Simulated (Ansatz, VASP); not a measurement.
**Two plane-wave programs on Sr**

The input INCAR:

```
ALGO = Normal ; EDIFF = 1E-6
ENCUT = 520 ; GGA = PS
ISIF = 2 ; ISMEAR = 0
LASPH = True ; LCHARG = True
LELF = True ; LREAL = False
LVHAR = True ; LWAVE = False
NBANDS = 17 ; NELM = 100
PREC = Accurate ; SIGMA = 0.1
```

File KPOINTS:

```
k-points
0
Gamma
  6 6 2
```

POSCAR

```
Sr
1.0
    4.3100002207      0.0000000000      0.0000000000
   -2.1550001104      3.7325696814      0.0000000000
    0.0000000000      0.0000000000      7.0500000000
Sr
2
Direct
    0.3333333333      0.6666666667      0.2500000000
    0.6666666667      0.3333333333      0.7500000000
```

Input for Ansatz:

```yaml
crystal:
  lattice:
    - [4.3100002207, 0.0, 0.0]
    - [-2.1550001104, 3.7325696814, 0.0]
    - [0.0, 0.0, 7.05]
  atoms:
    - { symbol: Sr, position: [0.3333333333, 0.6666666667, 0.25] }
    - { symbol: Sr, position: [0.6666666667, 0.3333333333, 0.75] }
basis:
  ecutwfc: 420
kpoints:
  mp_grid: { grid: [6, 6, 2] }
hamiltonian:
  xc: pbesol
scf:
  occupations: { method: gaussian, width: 0.1 }
  mixing: { algorithm: anderson, beta: 0.5, ndim: 4, globalisation: backtrack }
  max_iter: 61
output:
  forces: true
  stress: true
  eigenvalues: true
```

Alike in both runs: task single point; functional PBEsol; k mesh 6 × 6 × 2; occupations gaussian, width 0.1 eV; no spin polarisation.

|  | VASP | Ansatz |
| --- | --- | --- |
| version | VASP 6.6.1 | Ansatz 0.2.0 |
| potentials or method | VASP PAW PBE potentials, release 64 (Sr_sv), cutoff 520 eV | scalar-relativistic, plane waves, PAW |
| valence electrons in the cell | 20 | 20 |

```tsv
	VASP	Ansatz	Ansatz less VASP
gap on the k mesh at the Fermi level (eV)	none	none	-
pressure (GPa)	-0.8	-0.8	0.00
traceless stress, the component that is largest in VASP (GPa)	0.10	0.11	+0.011
```

VASP's potentials were made for PBE, not for PBEsol. A gap of «none» marks a metal or a gap that the smearing closes. The functional is the same, so the differences come from potentials, cutoffs and numerics.

The k mesh is coarse, so the values compare programs but aren't converged.
